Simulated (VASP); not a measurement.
Here is a VASP 6.6.1 calculation.

File INCAR:

```
SYSTEM = C
  ALGO = Normal
  EDIFF = 1E-6
  ENCUT = 1300
  GGA = CA
  GGA_COMPAT = .False.
  ISIF = 2
  ISMEAR = 0
  LASPH = .True.
  LCHARG = .False.
  LREAL = .False.
  LWAVE = .False.
  NBANDS = 11
  NELM = 120
  PREC = Accurate
  SIGMA = 0.01
```

KPOINTS

```
k-points
0
Gamma
  12 12 12
  0 0 0
```

Contents of POSCAR:

```
C
1.0
    0.0000000000      1.7775635585      1.7775635585
    1.7775635585      0.0000000000      1.7775635585
    1.7775635585      1.7775635585      0.0000000000
C
2
Direct
    0.5000000000      0.5000000000      0.5000000000
    0.7500000000      0.7500000000      0.7500000000
```

Potentials or basis: VASP PAW LDA potentials, release 64 (C_h).

Run with:

```console
$ cat potpaw_LDA.64/C_h/POTCAR > POTCAR
$ mpirun -np 1 vasp_std > vasp.out
```

(1) Predict the pressure.

(2) Estimate the band gap on the k mesh.

## Answers

(1) -8.1 GPa.

(2) 4.15 eV (least direct gap 5.57 eV).

Caveat: the cell stands under tension.
